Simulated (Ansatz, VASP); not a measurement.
# One calculation of Mo, two programs

File INCAR:

```
SYSTEM = Mo
ALGO     = Normal         ! electronic algorithm
EDIFF    = 1E-6           ! SCF threshold, eV
EDIFFG   = -0.002         ! ionic threshold
ENCUT    = 600            ! plane-wave cutoff, eV
IBRION   = 2              ! ionic algorithm
ISIF     = 3              ! what is computed and relaxed
ISMEAR   = 0              ! smearing method
LASPH    = .TRUE.         ! aspherical terms in the spheres
LCHARG   = .FALSE.        ! write CHGCAR
LREAL    = .FALSE.        ! projectors in reciprocal space
LWAVE    = .FALSE.        ! write WAVECAR
NELM     = 80             ! most SCF steps
NSW      = 100            ! ionic steps
PREC     = Accurate       ! precision mode
SIGMA    = 0.1            ! smearing width, eV
```

Contents of KPOINTS:

```
k-points
0
G
  16 16 16
  0 0 0
```

The input POSCAR:

```
Mo
1.0
   -1.5561832938      1.5561832938      1.5561832938
    1.5561832938     -1.5561832938      1.5561832938
    1.5561832938      1.5561832938     -1.5561832938
Mo
1
Direct
    0.0000000000      0.0000000000      0.0000000000
```

Input for Ansatz:

```yaml
crystal:
  lattice:
    - [-1.5561832938, 1.5561832938, 1.5561832938]
    - [1.5561832938, -1.5561832938, 1.5561832938]
    - [1.5561832938, 1.5561832938, -1.5561832938]
  atoms:
    - { symbol: Mo, position: [0.0, 0.0, 0.0] }
basis:
  ecutwfc: 420
kpoints:
  mp_grid: { grid: [16, 16, 16] }
hamiltonian:
  xc: lda
  pseudopotentials: { kind: paw, azcp: { folder: soft_1 } }
scf:
  occupations: { method: gaussian, width: 0.1 }
output:
  forces: true
  stress: true
  eigenvalues: true
relax:
  adjacent_minimum: "off"
  f_tol: 0.002
  max_steps: 80
  cell: { stress_tol: 0.02 }
```

Alike in both runs: task relaxation of cell and atoms; functional LDA; k mesh 16 × 16 × 16; occupations gaussian, width 0.1 eV; no spin polarisation.

|  | VASP | Ansatz |
| --- | --- | --- |
| version | VASP 6.6.1 | Ansatz 0.2.0 |
| potentials or method | VASP PAW LDA potentials, release 64 (Mo_sv), cutoff 600 eV | scalar-relativistic, plane waves, PAW |
| valence electrons in the cell | 14 | 14 |

|  | VASP | Ansatz | Ansatz less VASP |
| --- | --- | --- | --- |
| gap on the k mesh at the Fermi level, each at its own relaxed structure (eV) | none | none | - |
| relaxed volume (Å³/atom) | 15.11 | 15.05 | -0.058 |
| relaxed cell length with the largest relative difference (Å) | 2.698 | 2.694 | -0.0035 |

Ansatz warns that its potentials were made for another functional, while VASP's fit it. LDA's correlation is that of Perdew and Zunger in VASP and of Perdew and Wang (1992) in Ansatz. A gap of «none» marks a metal or a gap that the smearing closes.
